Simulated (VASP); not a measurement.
# V (P6/mmm) in VASP: relaxation of cell and atoms with PBEsol

Aim: the relaxation of cell and atoms of V with PBEsol.

Everything below comes from runs of VASP 6.6.1. Logs are shortened: lines on timing, memory, paths and dates and some standing lists are left out, and cuts for length are marked.

## 1. The cell of the first run

It takes space group P6/mmm (No. 191, hexagonal). The conventional cell has a = 2.341 Å, b = 2.341 Å, c = 2.183 Å, α = 90.00°, β = 90.00°, γ = 120.00°. Within 2.9 Å of V (site symmetry 6/mmm) lie 8 V at 2.18 to 2.34 Å.

This isn't the form of V at room conditions, which is bcc.

## 2. Relaxation of cell and atoms, PBEsol, target pressure 78 GPa, at which the enthalpy is minimised

File INCAR:

```
PREC = Accurate ; ENCUT = 600
EDIFF = 1E-6 ; ISMEAR = -1
SIGMA = 0.05 ; LREAL = False
LASPH = True ; NELM = 60
ALGO = Normal ; ISIF = 3
LWAVE = False ; LCHARG = False
GGA = PS ; IBRION = 2
NSW = 32 ; EDIFFG = -0.005
PSTRESS = 780.0
```

File KPOINTS:

```
Automatic mesh
0
Gamma
  19 19 17
```

File POSCAR:

```
V
1.0
    2.3411087356      0.0000000000      0.0000000000
   -1.1705543678      2.0274596380      0.0000000000
    0.0000000000      0.0000000000      2.1831568987
V
1
Direct
    0.0000000000      0.0000000000      0.0000000000
```

Potentials or basis: VASP PAW PBE potentials, release 64 (V_sv).

Command:

```sh
$ cat potpaw_PBE.64/V_sv/POTCAR > POTCAR
$ mpirun -np 1 vasp_std > vasp.out
```

OUTCAR:

```text
PREC = Accurate
   ENCUT = 600
   EDIFF = 1E-6
   ISMEAR = -1
   LREAL = False
   LASPH = True
   NELM = 60
   ISIF = 3
   GGA = PS
   IBRION = 2
   NSW = 32
   EDIFFG = -0.005
   PSTRESS = 780.0

 ion  position               nearest neighbor table
   1  0.000  0.000  0.000-

  LATTYP: Found a hexagonal cell.
 ALAT       =     2.3411087356
 C/A-ratio  =     0.9325311830

  Lattice vectors:

 A1 = (   2.3411087356,   0.0000000000,   0.0000000000)
 A2 = (  -1.1705543678,   2.0274596380,   0.0000000000)
 A3 = (   0.0000000000,   0.0000000000,   2.1831568987)

Analysis of symmetry for initial positions (statically):
=====================================================================
 Subroutine PRICEL returns:
 Original cell was already a primitive cell.

 Routine SETGRP: Setting up the symmetry group for a
 hexagonal supercell.

 Subroutine GETGRP returns: Found 24 space group operations
 (whereof 24 operations were pure point group operations)
 out of a pool of 24 trial point group operations.

The static configuration has the point symmetry D_6h.

Analysis of symmetry for dynamics (positions and initial velocities):
=====================================================================
 Subroutine PRICEL returns:
 Original cell was already a primitive cell.

 Routine SETGRP: Setting up the symmetry group for a
 hexagonal supercell.

 Subroutine GETGRP returns: Found 24 space group operations
 (whereof 24 operations were pure point group operations)
 out of a pool of 24 trial point group operations.

The dynamic configuration has the point symmetry D_6h.

 Subroutine INISYM returns: Found 24 space group operations
 (whereof 24 operations are pure point group operations),
 and found     1 'primitive' translations

----------------------------------------------------------------------------------------

                                     Primitive cell

  volume of cell :      10.3624

  direct lattice vectors                    reciprocal lattice vectors
     2.341108736  0.000000000  0.000000000     0.427148037  0.246614034  0.000000000
    -1.170554368  2.027459638  0.000000000     0.000000000  0.493228068  0.000000000
     0.000000000  0.000000000  2.183156899     0.000000000  0.000000000  0.458052282

  length of vectors
     2.341108736  2.341108736  2.183156899     0.493228068  0.493228068  0.458052282

[... 91 lines left out ...]
   EMIN   =  10.00;   EMAX   =-10.00  energy-range for DOS
   EFERMI =   0.00;   METHOD = LEGACY
   ISMEAR =    -1;   SIGMA  =   0.05  broadening in eV -4-tet -1-fermi 0-gaus
   EFERMI_NEDOS =   21; number of points for ismear=-14 and -15
   IALGO  =     38    algorithm
   IMIX   =      4    mixing-type and parameters
     AMIX     =   0.40;   BMIX     =  1.00
     AMIX_MAG =   1.60;   BMIX_MAG =  1.00
  volume/ion in A,a.u.               =      10.36        69.93
  Fermi-wavevector in a.u.,A,eV,Ry     =   1.765644  3.336582 42.416124  3.117497
  Thomas-Fermi vector in A             =   2.833384
   LORBIT       =      0    0 simple, 1 ext, 2 COOP (PROOUT), +10 PAW based schemes
   GGA     = PS    functional components
   LHFCALC =     F    Hartree Fock is set to
   AEXX    =    0.0000 exact exchange contribution
   IVDW    =     0    specifies the selected vdW correction
   LEPSILON=     F    determine dielectric tensor
   LRPA    =     F    only Hartree local field effects (RPA)
 conjugate gradient relaxation of ions
 non-spin polarized calculation
  energy-cutoff  :      600.00
  volume of cell :       10.36
 maximum number of plane-waves:       357
 NGX is ok and might be reduce to    20
   NGX =  9   NGY =  9   NGZ =  9

--------------------------------------- Ionic step        1  -------------------------------------------

 number of electron      12.9999998 magnetization

 Free energy of the ion-electron system (eV)
  ---------------------------------------------------
  ext. energy  EPLUGINS =         0.00000000
  ---------------------------------------------------
  free energy    TOTEN  =        -8.48596160 eV

  energy without entropy =       -8.47752494  energy(sigma->0) =       -8.48174327

------------------------ aborting loop because EDIFF is reached ----------------------------------------

  FORCE on cell =-STRESS in cart. coord.  units (eV):
  Direction    XX          YY          ZZ          XY          YZ          ZX
  --------------------------------------------------------------------------------------
  -------------------------------------------------------------------------------------
  Total        5.1309208      5.1309208      5.2094939      0.0000000      0.0000000     -0.0000000
  in kB      793.3176913    793.3176912    805.4662854      0.0000000      0.0000000     -0.0000000
  external PRESSURE =      17.3672226 kB  Pullay stress =     780.0000000 kB
[... 172 lines left out ...]
--------------------------------------- Ionic step        6  -------------------------------------------

 number of electron      12.9999999 magnetization

 Free energy of the ion-electron system (eV)
  ---------------------------------------------------
  ext. energy  EPLUGINS =         0.00000000
  ---------------------------------------------------
  free energy    TOTEN  =        -8.50525691 eV

  energy without entropy =       -8.49694135  energy(sigma->0) =       -8.50109913

 E-fermi :  13.5902     XC(G=0): -14.4850

 val. band max:       13.5885898415   @ k =   0.2632   0.1579   0.4118
 cond. band min:      13.5942211170   @ k =   0.3684   0.2105   0.1765
 fundamental gap:      0.0056312755
 Fermi energy:        13.5901803992

 k-point     1 :       0.0000    0.0000    0.0000
  band No.  band energies     occupation
      1     -50.3296      2.00000
      2     -22.8777      2.00000
      3     -22.8777      2.00000
      4     -22.7915      2.00000
      5       6.3397      2.00000
      6      10.0546      2.00000
      7      13.6643      0.37031
      8      13.6643      0.37030
      9      18.4503      0.00000
     10      18.4503      0.00000
[... 287 lines left out ...]
 k-point    24 :       0.3158    0.1053    0.0000
  band No.  band energies     occupation
      1     -49.8543      2.00000
      2     -24.7575      2.00000
      3     -23.4379      2.00000
      4     -22.5675      2.00000
      5       9.6299      2.00000
      6      11.1882      2.00000
      7      13.3604      1.98002
      8      16.0011      0.00000
      9      17.7734      0.00000
     10      18.3420      0.00000

 [... further k-points ...]

------------------------ aborting loop because EDIFF is reached ----------------------------------------

  FORCE on cell =-STRESS in cart. coord.  units (eV):
  Direction    XX          YY          ZZ          XY          YZ          ZX
  --------------------------------------------------------------------------------------
  -------------------------------------------------------------------------------------
  Total        5.0648606      5.0648606      5.0595876     -0.0000000     -0.0000000      0.0000000
  in kB      780.1560622    780.1560622    779.3438377     -0.0000000     -0.0000000      0.0000000
  external PRESSURE =      -0.1146793 kB  Pullay stress =     780.0000000 kB
[... 20 lines left out ...]
  energy  without entropy=       -8.4969413503  energy(sigma->0) =       -8.50109913

  enthalpy is  TOTEN    =        -3.4414094496 eV   P V=        5.0638474637

 reached required accuracy - stopping structural energy minimisation
```

OSZICAR:

```text
N       E                     dE             d eps       ncg     rms          rms(c)
DAV:   1     0.928653892304E+02    0.92865E+02   -0.79292E+03  7200   0.163E+03
DAV:   2    -0.788086435696E+01   -0.10075E+03   -0.97983E+02  7374   0.392E+02
DAV:   3    -0.929692668246E+01   -0.14161E+01   -0.14012E+01  7494   0.556E+01
[... 36 lines left out ...]
       N       E                     dE             d eps       ncg     rms          rms(c)
DAV:   1    -0.850533875129E+01   -0.94494E-03   -0.22107E-03  7220   0.893E-01    0.655E-02
DAV:   2    -0.850526871302E+01    0.70038E-04   -0.93051E-05  7314   0.152E-01    0.231E-02
DAV:   3    -0.850525708539E+01    0.11628E-04   -0.20672E-05  7340   0.578E-02    0.595E-03
DAV:   4    -0.850525691326E+01    0.17214E-06   -0.61227E-07  3734   0.133E-02
   6 F= -.34414094E+01 E0= -.34372517E+01  d E =-.863854E-05
```

Run time: 97 s. Hardware: 1 thread of Intel Xeon Platinum 8259CL at 2.50GHz (Skylake/Cascade Lake), shared host; peak memory 0.17 GiB.

What came out:

```
Free energy                                                : -8.5053 eV
Relaxed volume                                             : 10.40 Å³/atom
Relaxed cell                                               : a = 2.343 Å, b = 2.343 Å, c = 2.188 Å, α = 90.00°, β = 90.00°, γ = 120.00°
Space group after relaxing (to 0.1 Å)                      : P6/mmm (No. 191)
Energy change on relaxing (the run minimises the enthalpy) : -19.3 meV/atom
Ionic steps                                                : 6
Pressure after relaxing                                    : 78.0 GPa
Band gap on the k mesh                                     : zero (an odd number of electrons rules out a gap without spin polarisation)
```

The path:
```tsv
step	energy change (eV)	largest force (eV/Å)	pressure (GPa)	volume (Å³)
1	0.0000	0.0000	79.74	10.36
2	-0.0804	0.0000	72.79	10.53
3	-0.0199	0.0000	77.93	10.40
4	-0.0203	0.0000	77.88	10.40
5	-0.0184	0.0000	78.01	10.40
6	-0.0193	0.0000	77.99	10.40
```

Final structure:
```
CELL_PARAMETERS angstrom
2.34270 0.00000 0.00000
-1.17135 2.02884 0.00000
0.00000 0.00000 2.18842
ATOMIC_POSITIONS crystal
V 0.00000 0.00000 0.00000
```

Caveat: the cell is relaxed towards a set pressure, so the run minimises the enthalpy, not the energy; the PAW data sets were made with another functional, which shifts forces and pressure a little.
